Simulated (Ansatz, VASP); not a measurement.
## Two plane-wave programs on Ag

```
Ag
1.0
    -1.62161    1.62161    1.62161
     1.62161   -1.62161    1.62161
     1.62161    1.62161   -1.62161
Ag
1
Direct
  0.00000 0.00000 0.00000
```

Alike in both runs: task relaxation of cell and atoms; functional BLYP; k mesh 14 × 14 × 14; occupations fermi-dirac, width 0.1 eV; no spin polarisation.

```csv
,VASP,Ansatz
version,VASP 6.6.1,Ansatz 0.2.0
potentials or method,"VASP PAW PBE potentials, release 64 (Ag), cutoff 600 eV","plane waves (420 eV) with PAW, scalar-relativistic"
valence electrons in the cell,11,19
```

|  | VASP | Ansatz | Ansatz less VASP |
| --- | --- | --- | --- |
| relaxed volume (Å³/atom) | 19.50 | 19.50 | -0.002 |
| relaxed cell length with the largest relative difference (Å) | 2.937 | 2.937 | -0.0001 |

VASP's potentials were made for PBE, not for BLYP. VASP's potentials hold 11 valence electrons a cell and Ansatz's 19, so a difference there can come from the potentials and not from the codes.
